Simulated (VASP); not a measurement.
AlCo (zincblende type), 2 atoms in the cell. Symmetry: F-43m, No. 216, cubic system. The conventional cell has a = 5.335 Å, b = 5.335 Å, c = 5.335 Å, α = 90.00°, β = 90.00°, γ = 90.00°. Co (site symmetry -43m) has 4 Al at 2.31 Å within 3.1 Å. Al (site symmetry -43m) has 4 Co at 2.31 Å within 3.1 Å. 

```yaml
Program: VASP 6.6.1
Task: relaxation of cell and atoms
Functional: PBE
Potentials_or_basis: VASP PAW PBE potentials, release 64 (Co, Al)
Cutoff: 600 eV
k_mesh: 12 × 12 × 12
Occupations: fermi-dirac, width 0.1 eV
Spin: no spin polarisation
Target_pressure: 0.03 GPa
Dipole_correction: no
Further_INCAR_settings: ALGO = Normal; EDIFF = 1e-07; IBRION = 2; EDIFFG = -0.005; NSW = 32; ISIF = 3
```

Potentials or basis: VASP PAW PBE potentials, release 64 (Co, Al).

Run with:

```sh
$ cat potpaw_PBE.64/Co/POTCAR potpaw_PBE.64/Al/POTCAR > POTCAR
$ mpirun -np 1 vasp_std > vasp.out
```

Hardware: 1 thread of Intel Xeon 8259CL, with other jobs on the host.

Q: How long does it take, and how much memory?

A: It took 46 s on 1 thread of Intel Xeon 8259CL, with other jobs on the host, peak memory 0.19 GiB. Counts: scf iterations 14, k points 72, ion steps 1.
